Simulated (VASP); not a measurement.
A run of VASP 6.6.1 is set up as follows.

INCAR

```
SYSTEM = P
  ALGO = Normal
  EDIFF = 1E-6
  ENCUT = 520
  GGA = RE
  ISIF = 2
  ISMEAR = -1
  LASPH = .TRUE.
  LCHARG = .FALSE.
  LREAL = .FALSE.
  LWAVE = .FALSE.
  NBANDS = 8
  NELM = 60
  PREC = Accurate
  SIGMA = 0.1
```

The input KPOINTS:

```
k-points
0
G
  16 16 16
  0 0 0
```

Contents of POSCAR:

```
P
1.0
   -1.5904406019      1.5904406019      1.5904406019
    1.5904406019     -1.5904406019      1.5904406019
    1.5904406019      1.5904406019     -1.5904406019
P
1
Direct
    0.0000000000      0.0000000000      0.0000000000
```

Potentials or basis: VASP PAW PBE potentials, release 64 (P).

The run is started by

```console
$ cat potpaw_PBE.64/P/POTCAR > POTCAR
$ mpirun -np 1 vasp_std > vasp.out
```

(1) Predict the pressure.

## Answers

(1) -8.8 GPa.

Caveat: the PAW data sets were made with another functional, which shifts forces and pressure a little.
